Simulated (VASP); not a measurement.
# HPt6S12 (a cell with a defect) in VASP: single point with PBE+D3(BJ)

Aim: the single point of HPt6S12 (a cell with a defect) with PBE+D3(BJ).

Everything below comes from runs of VASP 6.6.1. Logs are shortened: lines on timing, memory, paths and dates and some standing lists are left out, and cuts for length are marked.

**1. The cell of the first run**

The cell holds a defect, 19 atoms: a = 6.206 Å, b = 6.206 Å, c = 9.325 Å, α = 90.00°, β = 90.00°, γ = 120.00°.

**2. Single point, PBE+D3(BJ)**

Input file INCAR:

```
SYSTEM = HPt6S12
ALGO = Normal
EDIFF = 1E-7
ENCUT = 520
GGA = PE
ISIF = 2
ISMEAR = 0
IVDW = 12
LASPH = .True.
LCHARG = .False.
LREAL = Auto
LWAVE = .False.
NBANDS = 82
NELM = 80
PREC = Accurate
SIGMA = 0.1
```

Input file KPOINTS:

```
k-points
0
Gamma
  4 4 3
  0 0 0
```

Input file POSCAR:

```
HPt6S12
1.0
    0.0000000000     -6.2064721004      0.0000000000
    5.3749625069      3.1032360502      0.0000000000
    0.0000000000      0.0000000000      9.3245486798
Pt S H
6 12 1
Direct
    0.6706186799      0.3387167813     -0.0056931442
    0.6708956017      0.3333799999      0.5068253877
    0.0096887286     -0.0004453985     -0.0056522843
    0.0045394997     -0.0003144208      0.5068178807
    0.3311246369      0.6600593019     -0.0054332925
    0.3374170446      0.6662063215      0.5068519842
    0.3371648412      0.3327266000      0.1271050257
    0.3375391106      0.3330149741      0.6361596903
    0.6708673068     -0.0000872564      0.1085102384
    0.6711458019     -0.0000993495      0.6359921755
    0.0036953409      0.6660801811      0.1271042750
    0.0042394834      0.6663873460      0.6361591540
    0.6708482411      0.6653666878      0.3765746869
    0.6704162616      0.6653869670      0.8630490629
    0.0052530300      0.3340786094      0.3766604820
    0.0046958737      0.3336036294      0.8628147352
    0.3364352217      0.9996741360      0.3766193004
    0.3363605049      0.9993236219      0.8630868127
   -0.3233373209      0.0069414438      0.2559046107
```

Potentials or basis: VASP PAW PBE potentials, release 64 (Pt, S, H).

Started as:

```console
$ cat potpaw_PBE.64/Pt/POTCAR potpaw_PBE.64/S/POTCAR potpaw_PBE.64/H/POTCAR > POTCAR
$ mpirun -np 1 vasp_std > vasp.out
```

OUTCAR:

```text
SYSTEM = HPt6S12
   EDIFF = 1E-7
   ENCUT = 520
   GGA = PE
   ISIF = 2
   ISMEAR = 0
   IVDW = 12
   LASPH = .True.
   LREAL = Auto
   NELM = 80
   PREC = Accurate
 IVDW          = 12

 ion  position               nearest neighbor table
   1  0.671  0.339  0.994-   9 2.36  14 2.37  11 2.39   7 2.40  18 2.42  16 2.42
   2  0.671  0.333  0.507-  13 2.39   8 2.39  12 2.39  10 2.40  15 2.40  17 2.40
   3  0.010  1.000  0.994-   9 2.36  18 2.37   7 2.40  11 2.40  14 2.42  16 2.42
   4  0.005  1.000  0.507-  17 2.39  12 2.39   8 2.39  10 2.39  15 2.40  13 2.40
   5  0.331  0.660  0.995-   9 2.36  16 2.37   7 2.39  11 2.39  18 2.42  14 2.42
   6  0.337  0.666  0.507-  15 2.39   8 2.39  12 2.39  10 2.40  13 2.40  17 2.40
   7  0.337  0.333  0.127-   5 2.39   3 2.40   1 2.40
   8  0.338  0.333  0.636-   4 2.39   2 2.39   6 2.39
   9  0.671  1.000  0.109-  19 1.37   1 2.36   3 2.36   5 2.36
  10  0.671  1.000  0.636-   4 2.39   2 2.40   6 2.40
  11  0.004  0.666  0.127-   5 2.39   1 2.39   3 2.40
  12  0.004  0.666  0.636-   4 2.39   2 2.39   6 2.39
  13  0.671  0.665  0.377-   2 2.39   6 2.40   4 2.40
  14  0.670  0.665  0.863-   1 2.37   3 2.42   5 2.42
  15  0.005  0.334  0.377-   6 2.39   2 2.40   4 2.40
  16  0.005  0.334  0.863-   5 2.37   3 2.42   1 2.42
  17  0.336  1.000  0.377-   4 2.39   6 2.40   2 2.40
  18  0.336  0.999  0.863-   3 2.37   1 2.42   5 2.42
  19  0.677  0.007  0.256-   9 1.37

  LATTYP: Found a hexagonal cell.
 ALAT       =     6.2064721004
 C/A-ratio  =     1.5023911377

  Lattice vectors:

 A1 = (   0.0000000000,  -6.2064721004,   0.0000000000)
 A2 = (   5.3749625069,   3.1032360502,   0.0000000000)
 A3 = (   0.0000000000,   0.0000000000,   9.3245486798)

Analysis of symmetry for initial positions (statically):
=====================================================================
 Subroutine PRICEL returns:
 Original cell was already a primitive cell.

 Routine SETGRP: Setting up the symmetry group for a
 hexagonal supercell.

 Subroutine GETGRP returns: Found  1 space group operations
 (whereof  1 operations were pure point group operations)
 out of a pool of 24 trial point group operations.

The static configuration has the point symmetry C_1 .

Analysis of symmetry for dynamics (positions and initial velocities):
=====================================================================
 Subroutine PRICEL returns:
 Original cell was already a primitive cell.

 Routine SETGRP: Setting up the symmetry group for a
 hexagonal supercell.

 Subroutine GETGRP returns: Found  1 space group operations
 (whereof  1 operations were pure point group operations)
 out of a pool of 24 trial point group operations.

The dynamic configuration has the point symmetry C_1 .

 Subroutine INISYM returns: Found  1 space group operations
 (whereof  1 operations are pure point group operations),
 and found     1 'primitive' translations

----------------------------------------------------------------------------------------

                                     Primitive cell

  volume of cell :     311.0628

  direct lattice vectors                    reciprocal lattice vectors
     0.000000000 -6.206472100  0.000000000     0.093023905 -0.161122129  0.000000000
     5.374962507  3.103236050  0.000000000     0.186047809  0.000000000  0.000000000
     0.000000000  0.000000000  9.324548680     0.000000000  0.000000000  0.107243796

  length of vectors
     6.206472100  6.206472100  9.324548680     0.186047809  0.186047809  0.107243796

  position of ions in fractional coordinates (direct lattice)
     0.670618680  0.338716781  0.994306856
     0.670895602  0.333380000  0.506825388
     0.009688729  0.999554602  0.994347716
     0.004539500  0.999685579  0.506817881
     0.331124637  0.660059302  0.994566707
     0.337417045  0.666206321  0.506851984
[... 11 lines left out ...]
     0.336360505  0.999323622  0.863086813
     0.676662679  0.006941444  0.255904611

  ion indices of the primitive-cell ions
   primitive index   ion index
                 1           1
                 2           2
                 3           3
                 4           4
                 5           5
                 6           6
[... 11 lines left out ...]
                18          18
                19          19

----------------------------------------------------------------------------------------

 KPOINTS: k-points

Automatic generation of k-mesh.
 Grid dimensions read from file:
 generate k-points for:    4    4    3

 Generating k-lattice:

  Cartesian coordinates                     Fractional coordinates (reciprocal lattice)
     0.023255976 -0.040280532  0.000000000     0.250000000  0.000000000  0.000000000
     0.046511952  0.000000000  0.000000000     0.000000000  0.250000000  0.000000000
     0.000000000  0.000000000  0.035747932     0.000000000  0.000000000  0.333333333

  Length of vectors
     0.046511952  0.046511952  0.035747932

  Shift w.r.t. Gamma in fractional coordinates (k-lattice)
     0.000000000  0.000000000  0.000000000

 Subroutine IBZKPT returns following result:
 ===========================================

 Found     26 irreducible k-points:

 Following reciprocal coordinates:
            Coordinates               Weight
  0.000000  0.000000  0.000000      1.000000
  0.250000  0.000000  0.000000      2.000000
  0.000000  0.250000  0.000000      2.000000
 -0.250000  0.250000  0.000000      2.000000
  0.500000  0.000000  0.000000      1.000000
  0.000000  0.500000  0.000000      1.000000
[... 16 lines left out ...]
  0.500000  0.250000  0.333333      2.000000
 -0.250000 -0.250000  0.333333      2.000000
 [... further k-points ...]
   k-points           NKPTS =     26   k-points in BZ     NKDIM =     26   number of bands    NBANDS=     82
   number of dos      NEDOS =    301   number of ions     NIONS =     19
   total plane-waves  NPLWV = 161280
   dimension x,y,z NGX =    48 NGY =   48 NGZ =   70
   dimension x,y,z NGXF=    96 NGYF=   96 NGZF=  140
   ions per type =               6  12   1
   NGX,Y,Z   is equivalent  to a cutoff of  12.86, 12.86, 12.48 a.u.
   NGXF,Y,Z  is equivalent  to a cutoff of  25.71, 25.71, 24.96 a.u.
 SYSTEM =  HPt6S12
   PREC   = accura    normal or accurate (medium, high low for compatibility)
   ISTART =      0    job   : 0-new  1-cont  2-samecut
   ICHARG =      2    charge: 1-file 2-atom 10-const
   ISPIN  =      1    spin polarized calculation?
   LNONCOLLINEAR =      F non collinear calculations
   LSORBIT =      F    spin-orbit coupling
   LASPH  =      T    aspherical Exc in radial PAW
   ENCUT  =  520.0 eV  38.22 Ry    6.18 a.u.  11.54 11.54 17.34*2*pi/ulx,y,z
   NELM   =     80;   NELMIN=  2; NELMDL= -5     # of ELM steps
   EDIFF  = 0.1E-06   stopping-criterion for ELM
   LREAL  =      T    real-space projection
   EDIFFG = 0.1E-05   stopping-criterion for IOM
   NSW    =      0    number of steps for IOM
   IBRION =     -1    ionic relax: 0-MD 1-quasi-New 2-CG
   NFREE  =      0    steps in history (QN), initial steepest desc. (CG)
   ISIF   =      2    stress and relaxation
   ISYM   =      2    0-nonsym 1-usesym 2-fastsym
   POTIM  = 0.5000    time-step for ionic-motion
   TEBEG  =    0.0;   TEEND  =   0.0 temperature during run
   PSTRESS=    0.0 pullay stress
   NELECT =     133.0000    total number of electrons
   NUPDOWN=      -1.0000    fix difference up-down
   EMIN   =  10.00;   EMAX   =-10.00  energy-range for DOS
   EFERMI =   0.00;   METHOD = LEGACY
   ISMEAR =     0;   SIGMA  =   0.10  broadening in eV -4-tet -1-fermi 0-gaus
   EFERMI_NEDOS =   21; number of points for ismear=-14 and -15
   IALGO  =     38    algorithm
   IMIX   =      4    mixing-type and parameters
     AMIX     =   0.40;   BMIX     =  1.00
     AMIX_MAG =   1.60;   BMIX_MAG =  1.00
  volume/ion in A,a.u.               =      16.37       110.48
  Fermi-wavevector in a.u.,A,eV,Ry     =   1.233321  2.330638 20.695549  1.521080
  Thomas-Fermi vector in A             =   2.368056
   LORBIT       =      0    0 simple, 1 ext, 2 COOP (PROOUT), +10 PAW based schemes
   GGA     = PE    functional components
   LHFCALC =     F    Hartree Fock is set to
   AEXX    =    0.0000 exact exchange contribution
   IVDW    =    12    specifies the selected vdW correction
   LEPSILON=     F    determine dielectric tensor
   LRPA    =     F    only Hartree local field effects (RPA)
 non-spin polarized calculation
 Gauss-broadening in eV      SIGMA  =   0.10
  energy-cutoff  :      520.00
  volume of cell :      311.06
 maximum number of plane-waves:      8411
 NGX is ok and might be reduce to    48
   NGX = 23   NGY = 23   NGZ = 35

 number of electron     133.0000009 magnetization

 Free energy of the ion-electron system (eV)
  ---------------------------------------------------
  ext. energy  EPLUGINS =         0.00000000
  ---------------------------------------------------
  free energy    TOTEN  =       -94.15329205 eV

  energy without entropy =      -94.11988884  energy(sigma->0) =      -94.13659045

 E-fermi :   8.2715     XC(G=0): -11.0909

 val. band max:        8.2708888104   @ k =   0.2500   0.0000   0.0000
 cond. band min:       8.2735537554   @ k =   0.0000   0.0000   0.0000
 fundamental gap:      0.0026649451
 Fermi energy:         8.2714988947

 k-point     1 :       0.0000    0.0000    0.0000
  band No.  band energies     occupation
      1      -8.2330      2.00000
      2      -7.2956      2.00000
      3      -6.6823      2.00000
      4      -5.9781      2.00000
      5      -5.6699      2.00000
      6      -5.6670      2.00000
[... 70 lines left out ...]
     77      10.2900      0.00000
     78      10.2914      0.00000

 k-point     2 :       0.2500    0.0000    0.0000
  band No.  band energies     occupation
      1      -8.0379      2.00000
      2      -7.1389      2.00000
      3      -6.6187      2.00000
      4      -6.0899      2.00000
      5      -5.9530      2.00000
      6      -5.8653      2.00000
[... 70 lines left out ...]
     77       9.7566      0.00000
     78      10.0230      0.00000
[... 1699 lines left out ...]
     77      10.0275      0.00000
     78      10.1636      0.00000

 k-point    24 :      -0.2500   -0.2500    0.3333
  band No.  band energies     occupation
      1      -7.7543      2.00000
      2      -6.9511      2.00000
      3      -6.5661      2.00000
      4      -6.3172      2.00000
      5      -6.2871      2.00000
      6      -6.1472      2.00000
[... 70 lines left out ...]
     77       9.8718      0.00000
     78      10.0177      0.00000

 [... further k-points ...]

 [bands above 78 left out]

------------------------ aborting loop because EDIFF is reached ----------------------------------------

 Edisp (eV)   -8.29541

 E8    (eV) :    -3.3120

  FORCE on cell =-STRESS in cart. coord.  units (eV):
  Direction    XX          YY          ZZ          XY          YZ          ZX
  --------------------------------------------------------------------------------------
  -------------------------------------------------------------------------------------
  Total       3.65286     3.61861     1.47142    -0.07776    -0.00734     0.02171
  in kB      18.81460    18.63823     7.57877    -0.40053    -0.03778     0.11182
  external pressure =       15.01 kB  Pullay stress =        0.00 kB

 VOLUME and BASIS-vectors are now :
 -----------------------------------------------------------------------------
  energy-cutoff  :      520.00
  volume of cell :      311.06
      direct lattice vectors                 reciprocal lattice vectors
     0.000000000 -6.206472100  0.000000000     0.093023905 -0.161122129  0.000000000
     5.374962507  3.103236050  0.000000000     0.186047809  0.000000000  0.000000000
     0.000000000  0.000000000  9.324548680     0.000000000  0.000000000  0.107243796

 POSITION                                       TOTAL-FORCE (eV/Angst)
 -----------------------------------------------------------------------------------
      1.82059     -3.11106      9.27146         0.020285      0.012761     -0.009957
      1.79191     -3.12934      4.72592         0.003366     -0.003871     -0.004537
      5.37257      3.04172      9.27184         0.000369     -0.030267     -0.006494
      5.37327      3.07409      4.72585         0.003842     -0.010529     -0.002440
      3.54779     -0.00680      9.27389        -0.019987      0.017523     -0.003507
      3.58083     -0.02677      4.72617         0.001029     -0.003605     -0.004682
[... 11 lines left out ...]
      5.37133      1.01352      8.04789        -0.000414     -0.003510      0.035463
      0.03731     -4.17815      2.38619        -0.013250      0.003552     -0.060243
 -----------------------------------------------------------------------------------
    total drift:                                0.009229     -0.012457     -0.001091

  FREE ENERGIE OF THE ION-ELECTRON SYSTEM (eV)
  ---------------------------------------------------
  free  energy   TOTEN  =      -102.4487059249 eV

  energy  without entropy=     -102.4153027192  energy(sigma->0) =     -102.43200432
```

Wall time 29 min (1 thread of AMD EPYC 7R13 (Zen 3), shared host); peak memory 0.62 GiB.

Results:

```
Free energy                : -102.4487 eV
Pressure                   : 1.5 GPa
Largest force              : 0.062 eV/Å
Band gap on the k mesh     : zero (an odd number of electrons rules out a gap without spin polarisation)
Dispersion energy per atom : -0.437 eV
```

Forces on the atoms (eV/Å):
```
Pt   0.020  0.013 -0.010
Pt   0.003 -0.004 -0.005
Pt   0.000 -0.030 -0.006
Pt   0.004 -0.011 -0.002
Pt  -0.020  0.018 -0.004
Pt   0.001 -0.004 -0.005
S   -0.002 -0.003 -0.043
S    0.003  0.002 -0.038
S    0.004  0.002  0.059
S    0.001  0.007 -0.031
S    0.003  0.000 -0.043
S   -0.001  0.001 -0.038
S   -0.004  0.002  0.039
S    0.003  0.005  0.039
S    0.003  0.000  0.038
S   -0.001  0.004  0.036
S   -0.003 -0.003  0.038
S    0.000 -0.004  0.035
H   -0.013  0.004 -0.060
```

Stress tensor (GPa, compression positive):
```
 1.88 -0.04  0.01
-0.04  1.86  0.00
 0.01  0.00  0.76
```

Caveat: spin-orbit coupling is left out, which moves the levels of the heavy elements; an odd number of electrons without spin polarisation forces a metal; a magnetic or distorted state may lie lower.
